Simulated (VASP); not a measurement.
# NiBr3 (Pm-3m) in VASP: a series of runs

NiBr3 is run at these levels: PBE; tasks: single point.

Program: VASP 6.6.1. These are calculated values, not measurements. Logs are shortened: lines on timing, memory, paths and dates and some standing lists are left out, and cuts for length are marked.

### 1 The cell of the first run

Symmetry: Pm-3m, No. 221, cubic system. Conventional cell: a = 4.703 Å, b = 4.703 Å, c = 4.703 Å, α = 90.00°, β = 90.00°, γ = 90.00°. Ni (site symmetry m-3m) has 12 Br at 3.33 Å within 4.4 Å. Within 4.4 Å of Br (site symmetry 4/mmm) lie 4 Ni at 3.33 Å and 8 Br at 3.33 Å.

### 2 Single point, PBE, collinear spin, ferromagnetic start

The input, INCAR:

```
PREC = Accurate
ENCUT = 520
EDIFF = 1E-6
ISMEAR = 0
SIGMA = 0.1
LREAL = False
LASPH = True
NELM = 150
ALGO = Normal
ISIF = 2
LWAVE = False
LCHARG = True
ISPIN = 2
MAGMOM = 2 0 0 0
LORBIT = 11
LMAXMIX = 4
GGA = PE
LELF = True
LVHAR = True
NBANDS = 28
```

The input, KPOINTS:

```
regular mesh
0
Gamma
  4 4 4
```

The input, POSCAR:

```
NiBr3
1.0
    4.7029500000      0.0000000000      0.0000000000
    0.0000000000      4.7029500000      0.0000000000
    0.0000000000      0.0000000000      4.7029500000
Ni Br
1 3
Direct
    0.0000000000      0.0000000000      0.0000000000
    0.0000000000      0.5000000000      0.5000000000
    0.5000000000      0.5000000000      0.0000000000
    0.5000000000      0.0000000000      0.5000000000
```

Potentials or basis: VASP PAW PBE potentials, release 64 (Ni, Br).

Run with:

```
$ cat potpaw_PBE.64/Ni/POTCAR potpaw_PBE.64/Br/POTCAR > POTCAR
$ mpirun -np 1 vasp_std > vasp.out
```

OUTCAR:

```text
PREC = Accurate
   ENCUT = 520
   EDIFF = 1E-6
   ISMEAR = 0
   LREAL = False
   LASPH = True
   NELM = 150
   ISIF = 2
   ISPIN = 2
   LORBIT = 11
   GGA = PE

 ion  position               nearest neighbor table
   1  0.000  0.000  0.000-
   2  0.000  0.500  0.500-
   3  0.500  0.500  0.000-
   4  0.500  0.000  0.500-

  LATTYP: Found a simple cubic cell.
 ALAT       =     4.7029500000

  Lattice vectors:

 A1 = (   4.7029500000,   0.0000000000,   0.0000000000)
 A2 = (   0.0000000000,   4.7029500000,   0.0000000000)
 A3 = (   0.0000000000,   0.0000000000,   4.7029500000)

Analysis of symmetry for initial positions (statically):
=====================================================================
 Subroutine PRICEL returns:
 Original cell was already a primitive cell.

 Routine SETGRP: Setting up the symmetry group for a
 simple cubic supercell.

 Subroutine GETGRP returns: Found 48 space group operations
 (whereof 48 operations were pure point group operations)
 out of a pool of 48 trial point group operations.

The static configuration has the point symmetry O_h .

Analysis of symmetry for dynamics (positions and initial velocities):
=====================================================================
 Subroutine PRICEL returns:
 Original cell was already a primitive cell.

 Routine SETGRP: Setting up the symmetry group for a
 simple cubic supercell.

 Subroutine GETGRP returns: Found 48 space group operations
 (whereof 48 operations were pure point group operations)
 out of a pool of 48 trial point group operations.

The dynamic configuration has the point symmetry O_h .

Analysis of structural, dynamic, and magnetic symmetry:
=====================================================================
 Subroutine PRICEL returns:
 Original cell was already a primitive cell.

 Routine SETGRP: Setting up the symmetry group for a
 simple cubic supercell.

 Subroutine GETGRP returns: Found 48 space group operations
 (whereof 48 operations were pure point group operations)
 out of a pool of 48 trial point group operations.

The overall configuration has the point symmetry O_h .

 Subroutine INISYM returns: Found 48 space group operations
 (whereof 48 operations are pure point group operations),
 and found     1 'primitive' translations

----------------------------------------------------------------------------------------

                                     Primitive cell

  volume of cell :     104.0186

  direct lattice vectors                    reciprocal lattice vectors
     4.702950000  0.000000000  0.000000000     0.212632497  0.000000000  0.000000000
     0.000000000  4.702950000  0.000000000     0.000000000  0.212632497  0.000000000
     0.000000000  0.000000000  4.702950000     0.000000000  0.000000000  0.212632497

  length of vectors
     4.702950000  4.702950000  4.702950000     0.212632497  0.212632497  0.212632497

  position of ions in fractional coordinates (direct lattice)
     0.000000000  0.000000000  0.000000000
     0.000000000  0.500000000  0.500000000
     0.500000000  0.500000000  0.000000000
     0.500000000  0.000000000  0.500000000

  ion indices of the primitive-cell ions
   primitive index   ion index
                 1           1
                 2           2
                 3           3
                 4           4

----------------------------------------------------------------------------------------

 KPOINTS: regular mesh

Automatic generation of k-mesh.
 Grid dimensions read from file:
 generate k-points for:    4    4    4

 Generating k-lattice:

  Cartesian coordinates                     Fractional coordinates (reciprocal lattice)
     0.053158124  0.000000000  0.000000000     0.250000000  0.000000000  0.000000000
     0.000000000  0.053158124  0.000000000     0.000000000  0.250000000  0.000000000
     0.000000000  0.000000000  0.053158124     0.000000000  0.000000000  0.250000000

  Length of vectors
     0.053158124  0.053158124  0.053158124

  Shift w.r.t. Gamma in fractional coordinates (k-lattice)
     0.000000000  0.000000000  0.000000000

 Subroutine IBZKPT returns following result:
 ===========================================

 Found     10 irreducible k-points:

 Following reciprocal coordinates:
            Coordinates               Weight
  0.000000  0.000000  0.000000      1.000000
  0.250000  0.000000  0.000000      6.000000
  0.500000  0.000000  0.000000      3.000000
  0.250000  0.250000  0.000000     12.000000
  0.500000  0.250000  0.000000     12.000000
  0.500000  0.500000  0.000000      3.000000
  0.250000  0.250000  0.250000      8.000000
  0.500000  0.250000  0.250000     12.000000
  0.500000  0.500000  0.250000      6.000000
  0.500000  0.500000  0.500000      1.000000
   k-points           NKPTS =     10   k-points in BZ     NKDIM =     10   number of bands    NBANDS=     28
   number of dos      NEDOS =    301   number of ions     NIONS =      4
   total plane-waves  NPLWV =  46656
   dimension x,y,z NGX =    36 NGY =   36 NGZ =   36
   dimension x,y,z NGXF=    72 NGYF=   72 NGZF=   72
   ions per type =               1   3
   NGX,Y,Z   is equivalent  to a cutoff of  12.73, 12.73, 12.73 a.u.
   NGXF,Y,Z  is equivalent  to a cutoff of  25.45, 25.45, 25.45 a.u.
 SYSTEM =  unknown system
   PREC   = accura    normal or accurate (medium, high low for compatibility)
   ISTART =      0    job   : 0-new  1-cont  2-samecut
   ICHARG =      2    charge: 1-file 2-atom 10-const
   ISPIN  =      2    spin polarized calculation?
   LNONCOLLINEAR =      F non collinear calculations
   LSORBIT =      F    spin-orbit coupling
   LASPH  =      T    aspherical Exc in radial PAW
   ENCUT  =  520.0 eV  38.22 Ry    6.18 a.u.   8.74  8.74  8.74*2*pi/ulx,y,z
   NELM   =    150;   NELMIN=  2; NELMDL= -5     # of ELM steps
   EDIFF  = 0.1E-05   stopping-criterion for ELM
   LREAL  =      F    real-space projection
   EDIFFG = 0.1E-04   stopping-criterion for IOM
   NSW    =      0    number of steps for IOM
   IBRION =     -1    ionic relax: 0-MD 1-quasi-New 2-CG
   NFREE  =      0    steps in history (QN), initial steepest desc. (CG)
   ISIF   =      2    stress and relaxation
   ISYM   =      2    0-nonsym 1-usesym 2-fastsym
   POTIM  = 0.5000    time-step for ionic-motion
   TEBEG  =    0.0;   TEEND  =   0.0 temperature during run
   PSTRESS=    0.0 pullay stress
   NELECT =      31.0000    total number of electrons
   NUPDOWN=      -1.0000    fix difference up-down
   EMIN   =  10.00;   EMAX   =-10.00  energy-range for DOS
   EFERMI =   0.00;   METHOD = LEGACY
   ISMEAR =     0;   SIGMA  =   0.10  broadening in eV -4-tet -1-fermi 0-gaus
   EFERMI_NEDOS =   21; number of points for ismear=-14 and -15
   IALGO  =     38    algorithm
   IMIX   =      4    mixing-type and parameters
     AMIX     =   0.40;   BMIX     =  1.00
     AMIX_MAG =   1.60;   BMIX_MAG =  1.00
  volume/ion in A,a.u.               =      26.00       175.49
  Fermi-wavevector in a.u.,A,eV,Ry     =   1.093516  2.066445 16.269529  1.195777
  Thomas-Fermi vector in A             =   2.229803
   LORBIT       =     11    0 simple, 1 ext, 2 COOP (PROOUT), +10 PAW based schemes
   GGA     = PE    functional components
   LHFCALC =     F    Hartree Fock is set to
   AEXX    =    0.0000 exact exchange contribution
   IVDW    =     0    specifies the selected vdW correction
   LEPSILON=     F    determine dielectric tensor
   LRPA    =     F    only Hartree local field effects (RPA)
 spin polarized calculation
 Gauss-broadening in eV      SIGMA  =   0.10
  energy-cutoff  :      520.00
  volume of cell :      104.02
 maximum number of plane-waves:      2826
 NGX is ok and might be reduce to    36

 number of electron      31.0000008 magnetization       2.9549860

 Free energy of the ion-electron system (eV)
  ---------------------------------------------------
  ext. energy  EPLUGINS =         0.00000000
  ---------------------------------------------------
  free energy    TOTEN  =        -7.05743635 eV

  energy without entropy =       -7.01510756  energy(sigma->0) =       -7.03627196

 E-fermi :   1.9124     XC(G=0):  -9.1693

 val. band max:        1.9080277009   @ k =   0.5000   0.0000   0.0000
 cond. band min:       1.9344864121   @ k =   0.5000   0.2500   0.2500
 fundamental gap:      0.0264587112
 Fermi energy:         1.9124346704

 spin component 1

 k-point     1 :       0.0000    0.0000    0.0000
  band No.  band energies     occupation
      1     -13.3948      1.00000
      2     -11.8570      1.00000
      3     -11.8570      1.00000
      4      -2.0575      1.00000
      5      -2.0575      1.00000
      6      -2.0575      1.00000
[... 19 lines left out ...]
     26      10.2887      0.00000
     27      10.2887      0.00000
[... 246 lines left out ...]
      4      -3.0327      1.00000
      5      -2.2884      1.00000
      6      -2.2884      1.00000
[... 19 lines left out ...]
     26      13.3199      0.00000
     27      13.3199      0.00000
 Fermi energy:         1.9124346704

 spin component 2

 k-point     1 :       0.0000    0.0000    0.0000
  band No.  band energies     occupation
      1     -12.8939      1.00000
      2     -11.3124      1.00000
      3     -11.3124      1.00000
      4      -1.6275      1.00000
      5      -1.6275      1.00000
      6      -1.6275      1.00000
[... 19 lines left out ...]
     26      10.4693      0.00000
     27      10.4693      0.00000
[... 246 lines left out ...]
      4      -2.5333      1.00000
      5      -1.9408      1.00000
      6      -1.9408      1.00000
[... 19 lines left out ...]
     26      13.5910      0.00000
     27      13.5910      0.00000
 [bands above 27 left out]

------------------------ aborting loop because EDIFF is reached ----------------------------------------

  FORCE on cell =-STRESS in cart. coord.  units (eV):
  Direction    XX          YY          ZZ          XY          YZ          ZX
  --------------------------------------------------------------------------------------
  -------------------------------------------------------------------------------------
  Total       -0.8747713     -0.8747713     -0.8747713      0.0000000      0.0000000      0.0000000
  in kB      -13.4739215    -13.4739215    -13.4739215      0.0000000      0.0000000      0.0000000
  external PRESSURE =     -13.4739215 kB  Pullay stress =       0.0000000 kB

 VOLUME and BASIS-vectors are now :
 -----------------------------------------------------------------------------
  energy-cutoff  :      520.00
  volume of cell :      104.02
      direct lattice vectors                 reciprocal lattice vectors
     4.702950000  0.000000000  0.000000000     0.212632497  0.000000000  0.000000000
     0.000000000  4.702950000  0.000000000     0.000000000  0.212632497  0.000000000
     0.000000000  0.000000000  4.702950000     0.000000000  0.000000000  0.212632497

 POSITION                                       TOTAL-FORCE (eV/Angst)
 -----------------------------------------------------------------------------------
      0.00000      0.00000      0.00000         0.000000      0.000000      0.000000
      0.00000      2.35148      2.35148         0.000000      0.000000      0.000000
      2.35148      2.35148      0.00000         0.000000      0.000000      0.000000
      2.35148      0.00000      2.35148         0.000000      0.000000      0.000000
 -----------------------------------------------------------------------------------
    total drift:                                0.000000      0.000000      0.000000

  FREE ENERGIE OF THE ION-ELECTRON SYSTEM (eV)
  ---------------------------------------------------
  free  energy   TOTEN  =        -7.0574363489 eV

  energy  without entropy=       -7.0151075633  energy(sigma->0) =       -7.03627196

 total charge

# of ion       s       p       d       tot
------------------------------------------
    1        0.143   0.066   8.365   8.575
    2        1.639   3.085   0.015   4.739
    3        1.639   3.085   0.015   4.739
    4        1.639   3.085   0.015   4.739
--------------------------------------------------
tot          5.060   9.322   8.410  22.793

 magnetization (x)

# of ion       s       p       d       tot
------------------------------------------
    1       -0.007   0.000   1.163   1.157
    2        0.017   0.469   0.001   0.487
    3        0.017   0.469   0.001   0.487
    4        0.017   0.469   0.001   0.487
--------------------------------------------------
tot          0.046   1.407   1.165   2.618
```

Run time: 45 s. Hardware: 1 thread of Intel Xeon 6975P-C (Granite Rapids), shared host; peak memory 0.25 GiB.

Results:

```
Free energy                                           : -7.0574 eV
Pressure                                              : -1.3 GPa
Net moment                                            : 2.95 μB per cell
Site moments                                          : Ni +1.16; Br +0.49 μB
Valence electrons inside the program's atomic spheres : Ni 8.57; Br 4.74
```

Caveat: semilocal functionals often make such compounds metallic where correlation or magnetic order opens a gap, which also shifts bond lengths.

### 3 Single point, PBE, collinear spin, ferromagnetic start

This run uses another cell than the first one: it holds 8 atoms, not 4.

The input, INCAR:

```
PREC = Accurate ; ENCUT = 520
EDIFF = 1E-7 ; ISMEAR = 0
SIGMA = 0.1 ; LREAL = False
LASPH = True ; NELM = 150
ALGO = Normal ; ISIF = 2
LWAVE = False ; LCHARG = False
ISPIN = 2 ; MAGMOM = 1.29 1.29 0.63 0.63 0.63 0.63 0.63 0.63
LORBIT = 11 ; LMAXMIX = 4
GGA = PE ; NBANDS = 45
```

The input, KPOINTS:

```
Automatic mesh
0
Gamma
  4 4 2
```

The input, POSCAR:

```
NiBr3
1.0
    0.0000000000      4.6271402455      0.0000000000
    0.0000000000      0.0000000000      4.6271402455
    9.2542804910      0.0000000000      0.0000000000
Ni Br
2 6
Direct
    0.0000000000      0.0000000000      0.0000000000
    0.0000000000      0.0000000000      0.5000000000
    0.5000000000      0.5000000000      0.0000000000
    0.5000000000      0.5000000000      0.5000000000
    0.5000000000      0.0000000000      0.2500000000
    0.5000000000      0.0000000000      0.7500000000
    0.0000000000      0.5000000000      0.2500000000
    0.0000000000      0.5000000000      0.7500000000
```

Potentials or basis: VASP PAW PBE potentials, release 64 (Ni, Br).

Run with:

```
$ cat potpaw_PBE.64/Ni/POTCAR potpaw_PBE.64/Br/POTCAR > POTCAR
$ mpirun -np 1 vasp_std > vasp.out
```

It took 3.4 min on 1 thread of Intel Xeon 6975P-C (Granite Rapids), shared host; peak memory 0.44 GiB.

The run converged. Its results:

```yaml
Free_energy: -14.1595 eV
Pressure: -0.1 GPa
Net_moment: 5.76 μB per cell
Site_moments: Ni +1.15; Br +0.47 μB
Valence_electrons_inside_the_program's_atomic_spheres: Ni 8.59; Br 4.75
```

Levels at points of the mesh, in eV from the Fermi level:
Spin up:
```tsv
k point	band 32	band 33	band 34	band 35	band 36	band 37
(0.00, 0.00, 0.00)	-0.26	-0.26	-0.26	0.10	2.78	4.21
(0.50, 0.00, 0.00)	-0.41	-0.13	0.01	2.35	2.78	4.21
(0.50, 0.50, 0.00)	-0.08	-0.08	0.01	0.02	2.35	4.97
(0.00, 0.00, 0.50)	-0.45	-0.45	-0.45	1.32	1.32	5.87
(0.50, 0.00, 0.50)	-0.57	-0.46	-0.46	2.56	2.56	5.33
(0.50, 0.50, 0.50)	-0.10	-0.05	-0.05	0.93	0.93	6.93
```
Spin down:
```csv
k point,band 26,band 27,band 28,band 29,band 30,band 31
"(0.00, 0.00, 0.00)",-0.31,-0.31,-0.29,0.04,0.29,0.31
"(0.50, 0.00, 0.00)",-0.29,-0.22,0.04,0.16,0.16,0.38
"(0.50, 0.50, 0.00)",0.16,0.16,0.20,0.38,0.38,0.38
"(0.00, 0.00, 0.50)",-0.20,-0.20,-0.20,-0.14,-0.14,0.18
"(0.50, 0.00, 0.50)",-0.13,-0.08,-0.08,0.10,0.10,0.17
"(0.50, 0.50, 0.50)",-0.15,0.20,0.20,0.20,0.20,0.48
```

Caveat: semilocal functionals often make such compounds metallic where correlation or magnetic order opens a gap, which also shifts bond lengths.
